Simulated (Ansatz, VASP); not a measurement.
**Two plane-wave programs on CaO**

File POSCAR:

```
CaO
1.0
    2.4065000000      2.4065000000      0.0000000000
   -2.4065000000      2.4065000000      0.0000000000
    0.0000000000      2.4065000000      2.4065000000
Ca O
1 1
Direct
    0.0000000000      0.0000000000      0.0000000000
    0.5000000000      0.5000000000      0.0000000000
```

INCAR.step1

```
PREC = Accurate
ENCUT = 600
ISMEAR = -1
SIGMA = 0.08
LREAL = F
LASPH = T
NELM = 80
GGA = PE
ALGO = Normal
EDIFF = 1E-4
LWAVE = T
LCHARG = F
```

INCAR.step2

```
PREC = Accurate
ENCUT = 600
EDIFF = 1E-7
ISMEAR = -1
SIGMA = 0.08
LREAL = F
LASPH = T
NELM = 80
ALGO = Normal
ISIF = 3
LWAVE = F
LCHARG = F
METAGGA = R2SCAN
LMIXTAU = T
IBRION = 2
NSW = 100
EDIFFG = -0.002
ISTART = 1
```

The input KPOINTS:

```
Automatic mesh
0
Gamma
  12 12 12
```

Input for Ansatz:

```yaml
crystal:
  lattice:
    - [2.4065, 2.4065, 0.0]
    - [-2.4065, 2.4065, 0.0]
    - [0.0, 2.4065, 2.4065]
  atoms:
    - { symbol: Ca, position: [0.0, 0.0, 0.0] }
    - { symbol: O, position: [0.5, 0.5, 0.0] }
kpoints:
  mp_grid: { grid: [12, 12, 12] }
scf:
  occupations: { method: fermi_dirac, width: 0.08 }
hamiltonian:
  xc: r2scan
  pseudopotentials: { kind: paw }
relax:
  f_tol: 0.002
  max_steps: 80
  cell: {}
output:
  forces: true
  stress: true
```

Alike in both runs: task relaxation of cell and atoms; functional r2SCAN; k mesh 12 × 12 × 12; occupations fermi-dirac, width 0.08 eV; no spin polarisation.

```csv
,VASP,Ansatz
version,VASP 6.6.1,Ansatz 0.2.0
potentials or method,"VASP PAW PBE potentials, release 64 (Ca_sv, O)","PAW with Ansatz's default frozen-core files, scalar-relativistic"
plane-wave cutoff (eV),600,500
valence electrons in the cell,16,16
```

VASP gave:

* relaxed volume (Å³/atom): 13.89
* relaxed cell length with the largest relative difference (Å): 3.399

Question: Estimate Ansatz's values.

Answer: Relaxed volume (Å³/atom): 13.78; relaxed cell length with the largest relative difference (Å): 3.390.

VASP's potentials were made for PBE, not for r2SCAN.
